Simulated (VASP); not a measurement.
YbSe2: single point with PBE

Crystal: YbSe2.

```xyz
3
Lattice="0.0000 3.4086 3.4086 3.4086 0.0000 3.4086 3.4086 3.4086 0.0000" Properties=species:S:1:pos:R:3 pbc="T T T"
Yb    0.0000    0.0000    0.0000
Se    1.7043    1.7043    1.7043
Se    5.1129    5.1129    5.1129
```

```
Program             : VASP 6.6.1
Task                : single point
Functional          : PBE
Potentials or basis : VASP PAW PBE potentials, release 64 (Yb, Se)
Cutoff              : 520 eV
k mesh              : 15 × 15 × 15
Occupations         : gaussian, width 0.05 eV
Spin                : collinear spin, ferromagnetic start
Starting moments    : [1.0, 0.0, 0.0] μB
```

The pressure is 0.1 GPa. The band gap on the k mesh is zero (filled and empty bands overlap), the net moment is 0.00 μB per cell and the valence electrons inside the program's atomic spheres are Yb 22.02; Se 3.81.

Levels at points of the mesh, in eV from the Fermi level:
Spin up:
```tsv
k point	band 16	band 17	band 18	band 19	band 20	band 21
(0.00, 0.00, 0.00)	-0.42	0.43	0.43	0.43	3.37	3.37
```
Spin down:
```csv
k point,band 14,band 15,band 16,band 17,band 18,band 19,band 20,band 21,band 22,band 23
"(0.00, 0.00, 0.00)",-0.42,-0.42,-0.41,0.44,0.44,0.44,3.37,3.37,4.20,6.03
```

Run time: 19 min on 1 thread of Intel Xeon 6975P-C, with other jobs on the host, peak memory 0.58 GiB.

Caveat: spin-orbit coupling is left out, which moves the levels of the heavy elements; without U or exact exchange the open f shell lies at the Fermi level, which spoils levels, moments and volumes. The state reached can hang on the start; a lower one may exist.
